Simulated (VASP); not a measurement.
Wanted: the native input for a VASP 6.6.1 run.

- Task: single point
- Functional: PBE
- Potentials or basis: VASP PAW PBE potentials, release 64 (W_sv, Sb)
- Cutoff: 520 eV
- k mesh: 12 × 12 × 6
- Occupations: gaussian, width 0.05 eV
- Spin: no spin polarisation
- Dipole correction: no
- Further INCAR settings: ALGO = Normal; EDIFF = 1e-06; NBANDS = 19

The structure of Sb2W lies in POSCAR:

```
Sb2W
1.0
    3.4400341040      0.0000000000      0.0000000000
   -1.7200170520      2.9791569239      0.0000000000
    0.0000000000      0.0000000000      6.4402097526
W Sb
1 2
Direct
    0.0000000000      0.0000000000      0.0000000000
    0.3333333333      0.6666666667      0.2940724329
    0.6666666667      0.3333333333      0.7059275671
```

This cell differs from its parent crystal: volume scaled by 0.945.

These files were run (other wordings do the same):

INCAR

```
SYSTEM = Sb2W
ALGO = Normal
EDIFF = 1E-6
ENCUT = 520
GGA = PE
ISIF = 2
ISMEAR = 0
LASPH = .TRUE.
LCHARG = .FALSE.
LREAL = .FALSE.
LWAVE = .FALSE.
NBANDS = 19
NELM = 60
PREC = Accurate
SIGMA = 0.05
```

KPOINTS

```
k-points
0
G
  12 12 6
  0 0 0
```

Potentials or basis: VASP PAW PBE potentials, release 64 (W_sv, Sb).

Launch:

```bash
$ cat potpaw_PBE.64/W_sv/POTCAR potpaw_PBE.64/Sb/POTCAR > POTCAR
$ mpirun -np 1 vasp_std > vasp.out
```

Results of the run:

- Pressure: 3.7 GPa
- Largest force: 0.007 eV/Å
- Band gap on the k mesh: zero (band 12 reaches 10.07 eV, above the bottom of band 13 at 9.40 eV)

Caveat: spin-orbit coupling is left out, which moves the levels of the heavy elements.

Run time: 100 s on 1 thread of Intel Xeon 6975P-C, on a shared host, peak memory 0.27 GiB.
